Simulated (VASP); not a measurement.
Input of a VASP 6.6.1 run:

Contents of POSCAR:

```
KMgF3
1.0
    3.9808188257      0.0000000000      0.0000000000
    0.0000000000      3.9808188257      0.0000000000
    0.0000000000      0.0000000000      3.9808188257
K Mg F
1 1 3
Direct
    0.5000000000      0.5000000000      0.5000000000
    0.0000000000      0.0000000000      0.0000000000
    0.5000000000      0.0000000000      0.0000000000
    0.0000000000      0.5000000000      0.0000000000
    0.0000000000      0.0000000000      0.5000000000
```

INCAR.step1

```
SYSTEM = KMgF3
PREC = Accurate ; ENCUT = 520
ISMEAR = 0 ; SIGMA = 0.02
LREAL = .False. ; LASPH = .True.
NELM = 60 ; NBANDS = 24
GGA = PE ; ALGO = Normal
EDIFF = 1E-4 ; LWAVE = .True.
LCHARG = .False.
```

Contents of INCAR.step2:

```
SYSTEM = KMgF3
PREC = Accurate ; ENCUT = 520
EDIFF = 1E-6 ; ISMEAR = 0
SIGMA = 0.02 ; LREAL = .False.
LASPH = .True. ; NELM = 60
ALGO = Normal ; ISIF = 2
LWAVE = .False. ; LCHARG = .False.
METAGGA = R2SCAN ; LMIXTAU = .True.
NBANDS = 24 ; ISTART = 1
```

KPOINTS

```
regular mesh
0
Gamma
  6 6 6
  0 0 0
```

Potentials or basis: VASP PAW PBE potentials, release 64 (K_sv, Mg, F).

Launch:

```bash
$ cat potpaw_PBE.64/K_sv/POTCAR potpaw_PBE.64/Mg/POTCAR potpaw_PBE.64/F/POTCAR > POTCAR
$ cp INCAR.step1 INCAR
$ mpirun -np 1 vasp_std > vasp.out
$ cp INCAR.step2 INCAR
$ mpirun -np 1 vasp_std > vasp.out
```

Question: What does it give for the band gap on the k mesh?

Answer: 8.28 eV, indirect (least direct gap 8.60 eV).

Question: Estimate the pressure.

Answer: -0.6 GPa.

Caveat: the PAW data sets were made with another functional, which shifts forces and pressure a little. A k mesh can miss the band edges.
